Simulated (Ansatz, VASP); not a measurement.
TiO2 in VASP and in Ansatz

```
Ti O
1.0
     0.00000    2.41500    2.41500
     2.41500    0.00000    2.41500
     2.41500    2.41500    0.00000
Ti O
1 2
Cartesian
  0.0000 0.0000 0.0000
  1.2075 1.2075 1.2075
  3.6225 3.6225 3.6225
```

Alike in both runs: functional PBE; k mesh 11 × 11 × 11; occupations fermi-dirac, width 0.05 eV; no spin polarisation.

Ansatz relaxed the structure, and its values are those at the end. VASP's run is a single point on that final structure, the one shown.

|  | VASP | Ansatz |
| --- | --- | --- |
| version | VASP 6.6.1 | Ansatz 0.2.0 |
| potentials or method | VASP PAW PBE potentials, release 64 (Ti_sv, O) | PAW with Ansatz's default frozen-core files, scalar-relativistic |
| plane-wave cutoff (eV) | 520 | 420 |
| valence electrons in the cell | 24 | 24 |

```csv
,VASP,Ansatz,Ansatz less VASP
pressure (GPa),0.8,0.0,-0.80
```

With one functional, cell and mesh, what is left measures potentials, basis and numerics.
